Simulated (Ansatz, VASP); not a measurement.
HfB2 in VASP and in Ansatz

Contents of INCAR:

```
ALGO = Normal
EDIFF = 1E-6
EDIFFG = -0.003
ENCUT = 600
GGA = PS
IBRION = 2
ISIF = 3
ISMEAR = 0
LASPH = True
LCHARG = False
LREAL = False
LWAVE = False
NELM = 60
NSW = 80
PREC = Accurate
SIGMA = 0.1
```

Contents of KPOINTS:

```
k-points
0
Gamma
  21 21 16
```

POSCAR

```
HfB2
1.0
    3.1400000000      0.0000000000      0.0000000000
   -1.5700000000      2.7193197700      0.0000000000
    0.0000000000      0.0000000000      3.4700000000
Hf B
1 2
Direct
    0.0000000000      0.0000000000      0.0000000000
    0.3333333333      0.6666666667      0.5000000000
    0.6666666667      0.3333333333      0.5000000000
```

Input for Ansatz:

```yaml
crystal:
  lattice:
    - [3.14, 0.0, 0.0]
    - [-1.57, 2.71931977, 0.0]
    - [0.0, 0.0, 3.47]
  atoms:
    - { symbol: Hf, position: [0.0, 0.0, 0.0] }
    - { symbol: B, position: [0.3333333333, 0.6666666667, 0.5] }
    - { symbol: B, position: [0.6666666667, 0.3333333333, 0.5] }
scf:
  occupations: { method: gaussian, width: 0.1 }
output:
  forces: true
  stress: true
  eigenvalues: true
  write_density: true
  write_potential: true
  elf: true
  volumetric_format: npy
kpoints:
  mp_grid: { grid: [21, 21, 16] }
hamiltonian:
  xc: pbesol
relax:
  f_tol: 0.003
  max_steps: 60
  cell: { stress_tol: 0.02 }
```

Alike in both runs: task relaxation of cell and atoms; functional PBEsol; k mesh 21 × 21 × 16; occupations gaussian, width 0.1 eV; no spin polarisation.

|  | VASP | Ansatz |
| --- | --- | --- |
| version | VASP 6.6.1 | Ansatz 0.2.0 |
| potentials or method | VASP PAW PBE potentials, release 64 (Hf_pv, B) | scalar-relativistic, plane waves, PAW |
| plane-wave cutoff (eV) | 600 | 420 |
| valence electrons in the cell | 16 | 32 |

|  | VASP | Ansatz | Ansatz less VASP |
| --- | --- | --- | --- |
| gap on the k mesh at the Fermi level, each at its own relaxed structure (eV) | none | none | - |
| relaxed volume (Å³/atom) | 9.73 | 9.73 | +0.002 |
| relaxed cell length with the largest relative difference (Å) | 3.448 | 3.446 | -0.0017 |

VASP's potentials were made for PBE, not for PBEsol. A gap of «none» marks a metal or a gap that the smearing closes. VASP's potentials hold 16 valence electrons a cell and Ansatz's 32, so a difference there can come from the potentials and not from the codes.

Spin-orbit coupling is off throughout.
